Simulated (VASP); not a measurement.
# Na (Im-3m) in VASP: further runs

The runs below take Na through single point, relaxation of cell and atoms, with r2SCAN.

All numbers are computed with VASP 6.6.1; they aren't measurements. Logs are shortened: lines on timing, memory, paths and dates and some standing lists are left out, and cuts for length are marked.

**1. The cell of the first run**

The structure is cubic, space group Im-3m (No. 229). The conventional cell has a = 4.228 Å, b = 4.228 Å, c = 4.228 Å, α = 90.00°, β = 90.00°, γ = 90.00°. Na (site symmetry m-3m) has 14 Na at 3.66 to 4.23 Å within 4.8 Å.

**2. Single point, r2SCAN**

Contents of POSCAR:

```
Na
1.0
    4.2282322481      0.0000000000      0.0000000000
    0.0000000000      4.2282322481      0.0000000000
    0.0000000000      0.0000000000      4.2282322481
Na
2
Direct
    0.0000000000      0.0000000000      0.0000000000
    0.5000000000      0.5000000000      0.5000000000
```

Contents of INCAR.step1:

```
PREC = Accurate ; ENCUT = 520
ISMEAR = -1 ; SIGMA = 0.05
LREAL = F ; LASPH = T
NELM = 100 ; NBANDS = 14
GGA = PE ; ALGO = Normal
EDIFF = 1E-4 ; LWAVE = T
LCHARG = F
```

Contents of INCAR.step2:

```
PREC = Accurate ; ENCUT = 520
EDIFF = 1E-6 ; ISMEAR = -1
SIGMA = 0.05 ; LREAL = F
LASPH = T ; NELM = 100
ALGO = Normal ; ISIF = 2
LWAVE = F ; LCHARG = F
METAGGA = R2SCAN ; LMIXTAU = T
NBANDS = 14 ; ISTART = 1
```

Contents of KPOINTS:

```
Automatic mesh
0
Gamma
  5 5 5
```

Potentials or basis: VASP PAW PBE potentials, release 64 (Na_pv).

On the command line:

```
> cat potpaw_PBE.64/Na_pv/POTCAR > POTCAR
> cp INCAR.step1 INCAR
> mpirun -np 1 vasp_std > vasp.out
> cp INCAR.step2 INCAR
> mpirun -np 1 vasp_std > vasp.out
```

OUTCAR:

```text
PREC = Accurate
   ENCUT = 520
   EDIFF = 1E-6
   ISMEAR = -1
   LREAL = F
   LASPH = T
   NELM = 100
   ISIF = 2
   METAGGA = R2SCAN
   ISTART = 1

 ion  position               nearest neighbor table
   1  0.000  0.000  0.000-
   2  0.500  0.500  0.500-

  LATTYP: Found a simple cubic cell.
 ALAT       =     4.2282322481

  Lattice vectors:

 A1 = (   4.2282322481,   0.0000000000,   0.0000000000)
 A2 = (   0.0000000000,   4.2282322481,   0.0000000000)
 A3 = (   0.0000000000,   0.0000000000,   4.2282322481)

Analysis of symmetry for initial positions (statically):
=====================================================================
 Subroutine PRICEL returns following result:

  LATTYP: Found a body centered cubic cell.
 ALAT       =     4.2282322481

  Lattice vectors:

 A1 = (   2.1141161241,   2.1141161241,  -2.1141161240)
 A2 = (  -2.1141161241,   2.1141161240,   2.1141161240)
 A3 = (   2.1141161241,  -2.1141161240,   2.1141161241)

   2 primitive cells build up your supercell.

 Routine SETGRP: Setting up the symmetry group for a
 simple cubic supercell.

 Subroutine GETGRP returns: Found 48 space group operations
 (whereof 48 operations were pure point group operations)
 out of a pool of 48 trial point group operations.

The static configuration has the point symmetry O_h .

Analysis of symmetry for dynamics (positions and initial velocities):
=====================================================================
 Subroutine PRICEL returns following result:

  LATTYP: Found a body centered cubic cell.
 ALAT       =     4.2282322481

  Lattice vectors:

 A1 = (   2.1141161241,   2.1141161241,  -2.1141161240)
 A2 = (  -2.1141161241,   2.1141161240,   2.1141161240)
 A3 = (   2.1141161241,  -2.1141161240,   2.1141161241)

   2 primitive cells build up your supercell.

 Routine SETGRP: Setting up the symmetry group for a
 simple cubic supercell.

 Subroutine GETGRP returns: Found 48 space group operations
 (whereof 48 operations were pure point group operations)
 out of a pool of 48 trial point group operations.

The dynamic configuration has the point symmetry O_h .

 Subroutine INISYM returns: Found 48 space group operations
 (whereof 48 operations are pure point group operations),
 and found     2 'primitive' translations

----------------------------------------------------------------------------------------

                                     Primitive cell

  volume of cell :      37.7961

  direct lattice vectors                    reciprocal lattice vectors
     2.114116124  2.114116124 -2.114116124     0.236505457  0.236505457  0.000000000
    -2.114116124  2.114116124  2.114116124    -0.000000000  0.236505457  0.236505457
     2.114116124 -2.114116124  2.114116124     0.236505457  0.000000000  0.236505457

  length of vectors
     3.661756540  3.661756540  3.661756540     0.334469225  0.334469225  0.334469225

  position of ions in fractional coordinates (direct lattice)
     0.000000000  0.000000000  0.000000000

  ion indices of the primitive-cell ions
   primitive index   ion index
                 1           1

----------------------------------------------------------------------------------------

 KPOINTS: Automatic mesh

Automatic generation of k-mesh.
 Grid dimensions read from file:
 generate k-points for:    5    5    5

 Generating k-lattice:

  Cartesian coordinates                     Fractional coordinates (reciprocal lattice)
     0.047301091  0.000000000  0.000000000     0.200000000  0.000000000  0.000000000
     0.000000000  0.047301091  0.000000000     0.000000000  0.200000000  0.000000000
     0.000000000  0.000000000  0.047301091     0.000000000  0.000000000  0.200000000

  Length of vectors
     0.047301091  0.047301091  0.047301091

  Shift w.r.t. Gamma in fractional coordinates (k-lattice)
     0.000000000  0.000000000  0.000000000

 Subroutine IBZKPT returns following result:
 ===========================================

 Found     10 irreducible k-points:

 Following reciprocal coordinates:
            Coordinates               Weight
  0.000000  0.000000  0.000000      1.000000
  0.200000  0.000000  0.000000      6.000000
  0.400000  0.000000  0.000000      6.000000
  0.200000  0.200000  0.000000     12.000000
  0.400000  0.200000  0.000000     24.000000
  0.400000  0.400000  0.000000     12.000000
  0.200000  0.200000  0.200000      8.000000
  0.400000  0.200000  0.200000     24.000000
  0.400000  0.400000  0.200000     24.000000
  0.400000  0.400000  0.400000      8.000000
   k-points           NKPTS =     10   k-points in BZ     NKDIM =     10   number of bands    NBANDS=     14
   number of dos      NEDOS =    301   number of ions     NIONS =      2
   total plane-waves  NPLWV =  32768
   dimension x,y,z NGX =    32 NGY =   32 NGZ =   32
   dimension x,y,z NGXF=    64 NGYF=   64 NGZF=   64
   ions per type =               2
   NGX,Y,Z   is equivalent  to a cutoff of  12.58, 12.58, 12.58 a.u.
   NGXF,Y,Z  is equivalent  to a cutoff of  25.16, 25.16, 25.16 a.u.
 SYSTEM =  unknown system
   PREC   = accura    normal or accurate (medium, high low for compatibility)
   ISTART =      1    job   : 0-new  1-cont  2-samecut
   ICHARG =      0    charge: 1-file 2-atom 10-const
   ISPIN  =      1    spin polarized calculation?
   LNONCOLLINEAR =      F non collinear calculations
   LSORBIT =      F    spin-orbit coupling
   LASPH  =      T    aspherical Exc in radial PAW
   ENCUT  =  520.0 eV  38.22 Ry    6.18 a.u.   7.86  7.86  7.86*2*pi/ulx,y,z
   NELM   =    100;   NELMIN=  2; NELMDL=  0     # of ELM steps
   EDIFF  = 0.1E-05   stopping-criterion for ELM
   LREAL  =      F    real-space projection
   EDIFFG = 0.1E-04   stopping-criterion for IOM
   NSW    =      0    number of steps for IOM
   IBRION =     -1    ionic relax: 0-MD 1-quasi-New 2-CG
   NFREE  =      0    steps in history (QN), initial steepest desc. (CG)
   ISIF   =      2    stress and relaxation
   ISYM   =      2    0-nonsym 1-usesym 2-fastsym
   POTIM  = 0.5000    time-step for ionic-motion
   TEBEG  =    0.0;   TEEND  =   0.0 temperature during run
   PSTRESS=    0.0 pullay stress
   NELECT =      14.0000    total number of electrons
   NUPDOWN=      -1.0000    fix difference up-down
   EMIN   =  10.00;   EMAX   =-10.00  energy-range for DOS
   EFERMI =   0.00;   METHOD = LEGACY
   ISMEAR =    -1;   SIGMA  =   0.05  broadening in eV -4-tet -1-fermi 0-gaus
   EFERMI_NEDOS =   21; number of points for ismear=-14 and -15
   IALGO  =     38    algorithm
   IMIX   =      4    mixing-type and parameters
     AMIX     =   0.40;   BMIX     =  1.00
     AMIX_MAG =   1.60;   BMIX_MAG =  1.00
  volume/ion in A,a.u.               =      37.80       255.06
  Fermi-wavevector in a.u.,A,eV,Ry     =   0.933166  1.763427 11.847924  0.870798
  Thomas-Fermi vector in A             =   2.059839
   LORBIT       =      0    0 simple, 1 ext, 2 COOP (PROOUT), +10 PAW based schemes
   METAGGA = R2SCAN    functional components
   LHFCALC =     F    Hartree Fock is set to
   AEXX    =    0.0000 exact exchange contribution
   IVDW    =     0    specifies the selected vdW correction
   LEPSILON=     F    determine dielectric tensor
   LRPA    =     F    only Hartree local field effects (RPA)
 non-spin polarized calculation
  energy-cutoff  :      520.00
  volume of cell :       75.59
 maximum number of plane-waves:      2052
 NGX is ok and might be reduce to    32
   NGX = 15   NGY = 15   NGZ = 15

 number of electron      13.9999997 magnetization

 Free energy of the ion-electron system (eV)
  ---------------------------------------------------
  ext. energy  EPLUGINS =         0.00000000
  ---------------------------------------------------
  free energy    TOTEN  =        -7.07776770 eV

  energy without entropy =       -7.07052901  energy(sigma->0) =       -7.07414835

 E-fermi :   0.3236     XC(G=0):  -6.8630

 val. band max:        0.0936253118   @ k =   0.4000   0.0000   0.0000
 cond. band min:       0.4366726789   @ k =   0.4000   0.2000   0.0000
 fundamental gap:      0.3430473672
 Fermi energy:         0.3235658569

 k-point     1 :       0.0000    0.0000    0.0000
  band No.  band energies     occupation
      1     -25.7592      2.00000
      2     -25.7592      2.00000
      3     -25.7592      2.00000
      4     -25.7349      2.00000
      5     -25.7349      2.00000
      6     -25.7349      2.00000
      7      -3.1533      2.00000
      8       4.9635      0.00000
      9       4.9635      0.00000
     10       5.5278      0.00000
     11       5.5278      0.00000
     12       5.5278      0.00000
     13       9.0484      0.00000
     14      12.5897      0.00000

 k-point     2 :       0.2000    0.0000    0.0000
  band No.  band energies     occupation
      1     -25.7587      2.00000
      2     -25.7567      2.00000
      3     -25.7567      2.00000
      4     -25.7391      2.00000
      5     -25.7371      2.00000
      6     -25.7371      2.00000
      7      -2.7827      2.00000
      8       2.4729      0.00000
      9       5.3291      0.00000
     10       5.8376      0.00000
     11       5.8376      0.00000
     12       7.4375      0.00000
     13      10.5185      0.00000
     14      10.5932      0.00000

 k-point     3 :       0.4000    0.0000    0.0000
  band No.  band energies     occupation
      1     -25.7556      2.00000
      2     -25.7504      2.00000
      3     -25.7504      2.00000
      4     -25.7481      2.00000
      5     -25.7429      2.00000
      6     -25.7429      2.00000
      7      -1.6858      2.00000
      8       0.0936      1.98007
      9       6.4252      0.00000
     10       6.7715      0.00000
     11       6.7715      0.00000
     12       8.2503      0.00000
     13       8.3380      0.00000
     14       8.3380      0.00000
[... 86 lines left out ...]
 k-point     9 :       0.4000    0.4000    0.2000
  band No.  band energies     occupation
      1     -25.7645      2.00000
      2     -25.7637      2.00000
      3     -25.7506      2.00000
      4     -25.7461      2.00000
      5     -25.7382      2.00000
      6     -25.7378      2.00000
      7       0.0862      1.98281
      8       1.5147      0.00000
      9       2.1965      0.00000
     10       3.5967      0.00000
     11       5.4648      0.00000
     12       6.5593      0.00000
     13       8.0409      0.00000
     14       9.1237      0.00000

 k-point    10 :       0.4000    0.4000    0.4000
  band No.  band energies     occupation
      1     -25.7600      2.00000
      2     -25.7560      2.00000
      3     -25.7560      2.00000
      4     -25.7458      2.00000
      5     -25.7458      2.00000
      6     -25.7418      2.00000
      7       1.1108      0.00000
      8       2.5196      0.00000
      9       2.5196      0.00000
     10       3.7325      0.00000
     11       4.2023      0.00000
     12       4.2023      0.00000
     13       6.1509      0.00000
     14       6.9009      0.00000

------------------------ aborting loop because EDIFF is reached ----------------------------------------

  FORCE on cell =-STRESS in cart. coord.  units (eV):
  Direction    XX          YY          ZZ          XY          YZ          ZX
  --------------------------------------------------------------------------------------
  -------------------------------------------------------------------------------------
  Total       -0.0280665     -0.0280665     -0.0280665      0.0000000      0.0000000      0.0000000
  in kB       -0.5948707     -0.5948707     -0.5948707      0.0000000      0.0000000      0.0000000
  external PRESSURE =      -0.5948707 kB  Pullay stress =       0.0000000 kB

 VOLUME and BASIS-vectors are now :
 -----------------------------------------------------------------------------
  energy-cutoff  :      520.00
  volume of cell :       75.59
      direct lattice vectors                 reciprocal lattice vectors
     4.228232248  0.000000000  0.000000000     0.236505457  0.000000000  0.000000000
     0.000000000  4.228232248  0.000000000     0.000000000  0.236505457  0.000000000
     0.000000000  0.000000000  4.228232248     0.000000000  0.000000000  0.236505457

 POSITION                                       TOTAL-FORCE (eV/Angst)
 -----------------------------------------------------------------------------------
      0.00000      0.00000      0.00000         0.000000      0.000000     -0.000000
      2.11412      2.11412      2.11412        -0.000000     -0.000000      0.000000
 -----------------------------------------------------------------------------------
    total drift:                                0.000000      0.000000     -0.000000

  FREE ENERGIE OF THE ION-ELECTRON SYSTEM (eV)
  ---------------------------------------------------
  free  energy   TOTEN  =        -7.0777676962 eV

  energy  without entropy=       -7.0705290065  energy(sigma->0) =       -7.07414835
```

It took 30 s on 1 thread of AMD EPYC 7R13 (Zen 3), shared host; peak memory 0.14 GiB.

Results:

| Quantity | Value |
| --- | --- |
| Free energy | -7.0778 eV |
| Pressure | -0.1 GPa |
| Band gap on the k mesh | zero (band 7 reaches 1.11 eV, above the bottom of band 8 at 0.09 eV) |

Caveat: the PAW data sets were made with another functional, which shifts forces and pressure a little.

**3. Relaxation of cell and atoms, r2SCAN**

This run uses another cell than the first one, of 39.20 Å³/atom, 1.037 times its volume.

Contents of POSCAR:

```
Na
1.0
    4.2800000000      0.0000000000      0.0000000000
    0.0000000000      4.2800000000      0.0000000000
    0.0000000000      0.0000000000      4.2800000000
Na
2
Direct
    0.0000000000      0.0000000000      0.0000000000
    0.5000000000      0.5000000000      0.5000000000
```

Contents of INCAR.step1:

```
PREC = Accurate ; ENCUT = 600
ISMEAR = -1 ; SIGMA = 0.05
LREAL = F ; LASPH = T
NELM = 60 ; GGA = PE
ALGO = Normal ; EDIFF = 1E-4
LWAVE = T ; LCHARG = F
```

Contents of INCAR.step2:

```
PREC = Accurate ; ENCUT = 600
EDIFF = 1E-6 ; ISMEAR = -1
SIGMA = 0.05 ; LREAL = F
LASPH = T ; NELM = 60
ALGO = Normal ; ISIF = 3
LWAVE = F ; LCHARG = F
METAGGA = R2SCAN ; LMIXTAU = T
IBRION = 2 ; NSW = 80
EDIFFG = -0.01 ; ISTART = 1
```

Contents of KPOINTS:

```
regular mesh
0
Gamma
  5 5 5
```

Potentials or basis: VASP PAW PBE potentials, release 64 (Na_pv).

On the command line:

```
> cat potpaw_PBE.64/Na_pv/POTCAR > POTCAR
> cp INCAR.step1 INCAR
> mpirun -np 1 vasp_std > vasp.out
> cp INCAR.step2 INCAR
> mpirun -np 1 vasp_std > vasp.out
```

Run time: 2.9 min. Hardware: 1 thread of AMD EPYC 7R13 (Zen 3), shared host; peak memory 0.18 GiB.

Results (log left out):

```yaml
Free_energy: -7.0799 eV
Relaxed_volume: 37.26 Å³/atom
Relaxed_cell: a = 4.208 Å, b = 4.208 Å, c = 4.208 Å, α = 90.00°, β = 90.00°, γ = 90.00°
Space_group_after_relaxing_to_0.05_Å: Im-3m (No. 229)
Energy_gained_by_relaxing: 2.7 meV/atom
Ionic_steps: 5
Pressure_after_relaxing: 0.0 GPa
Band_gap_on_the_k_mesh: zero (band 7 reaches 1.16 eV, above the bottom of band 8 at 0.13 eV)
```

The path:
```
step  energy change (eV)  largest force (eV/Å)  pressure (GPa)  volume (Å³)
   1              0.0000                0.0000           -0.29        78.40
   2             -0.0015                0.0000           -0.24        77.61
   3             -0.0049                0.0000           -0.11        75.25
   4              0.0001                0.0000            0.62        70.69
   5             -0.0054                0.0000           -0.03        74.51
```

Final structure:
```
Na
1.0
     4.20798    0.00000    0.00000
     0.00000    4.20798    0.00000
     0.00000    0.00000    4.20798
Na
2
Direct
  0.00000 0.00000 0.00000
  0.50000 0.50000 0.50000
```

Levels at points of the mesh, in eV from the Fermi level:
```csv
k point,band 5,band 6,band 7,band 8,band 9,band 10
"(0.00, 0.00, 0.00)",-26.05,-26.05,-3.51,4.66,4.66,5.25
```

Caveat: the PAW data sets were made with another functional, which shifts forces and pressure a little.
